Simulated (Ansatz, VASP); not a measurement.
TiHg: VASP beside Ansatz

Contents of INCAR:

```
SYSTEM = TiHg
PREC = Accurate ; ENCUT = 600
EDIFF = 1E-7 ; ISMEAR = -1
SIGMA = 0.15 ; LREAL = .FALSE.
LASPH = .TRUE. ; NELM = 100
ALGO = Fast ; ISIF = 3
LWAVE = .FALSE. ; LCHARG = .FALSE.
GGA = CA ; IBRION = 2
NSW = 80 ; EDIFFG = -0.001
```

File KPOINTS:

```
Automatic mesh
0
G
  14 14 10
  0 0 0
```

Contents of POSCAR:

```
TiHg
1.0
    2.9286546350      0.0000000000      0.0000000000
    0.0000000000      2.9286546350      0.0000000000
    0.0000000000      0.0000000000      4.0258925852
Ti Hg
1 1
Direct
    0.5000000000      0.5000000000      0.5000000000
    0.0000000000      0.0000000000      0.0000000000
```

Input for Ansatz:

```yaml
crystal:
  lattice:
    - [2.9286546332, 0.0, 0.0]
    - [0.0, 2.9286546332, 0.0]
    - [0.0, 0.0, 4.0258925835]
  atoms:
    - { symbol: Ti, position: [0.5, 0.5, 0.5] }
    - { symbol: Hg, position: [0.0, 0.0, 0.0] }
basis:
  ecutwfc: 420
kpoints:
  mp_grid: { grid: [14, 14, 10] }
hamiltonian:
  xc: lda
scf:
  occupations: { method: fermi_dirac, width: 0.15 }
output:
  forces: true
  stress: true
  eigenvalues: true
relax:
  adjacent_minimum: "off"
  f_tol: 0.001
  max_steps: 60
  cell: { stress_tol: 0.01 }
```

Alike in both runs: task relaxation of cell and atoms; functional LDA; k mesh 14 × 14 × 10; occupations fermi-dirac, width 0.15 eV; no spin polarisation.

|  | VASP | Ansatz |
| --- | --- | --- |
| version | VASP 6.6.1 | Ansatz 0.2.0 |
| potentials or method | VASP PAW LDA potentials, release 64 (Ti_sv, Hg), cutoff 600 eV | scalar-relativistic, plane waves, PAW |
| valence electrons in the cell | 24 | 32 |

```tsv
	VASP	Ansatz	Ansatz less VASP
gap on the k mesh at the Fermi level, each at its own relaxed structure (eV)	none	none	-
relaxed volume (Å³/atom)	17.48	17.33	-0.148
relaxed length of the cell vector where the two differ most in proportion (Å)	2.953	2.942	-0.0105
```

LDA's correlation is that of Perdew and Zunger in VASP and of Perdew and Wang (1992) in Ansatz. A gap of «none» marks a metal or a gap that the smearing closes. VASP's potentials hold 24 valence electrons a cell and Ansatz's 32, so a difference there can come from the potentials and not from the codes.

Spin-orbit coupling is off throughout.
